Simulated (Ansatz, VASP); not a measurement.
**One calculation of Nb, two programs**

```
Nb
1.0
     3.27262    0.00000    0.00000
     0.00000    3.27262    0.00000
     0.00000    0.00000   22.54520
Nb
5
Direct
  0.00000 0.00000 0.36388
  0.50000 0.50000 0.42607
  0.00000 0.00000 0.50000
  0.50000 0.50000 0.57393
  0.00000 0.00000 0.63612
```

Alike in both runs: functional PBEsol; k mesh 11 × 11 × 1; occupations fermi-dirac, width 0.05 eV; no spin polarisation.

Ansatz relaxed the structure, and its values are those at the end. VASP's run is a single point on that final structure, the one shown.

```csv
,VASP,Ansatz
version,VASP 6.6.1,Ansatz 0.2.0
potentials or method,"VASP PAW PBE potentials, release 64 (Nb_sv), cutoff 520 eV","all-electron LAPW, scalar-relativistic"
```

VASP gave:

```
rms of the force components (eV/Å) : 0.005
```

Task: Which values does Ansatz return?

Result: rms of the force components (eV/Å): 0.002.

VASP's potentials were made for PBE, not for PBEsol. Ansatz ran all-electron here, and VASP with PAW potentials.
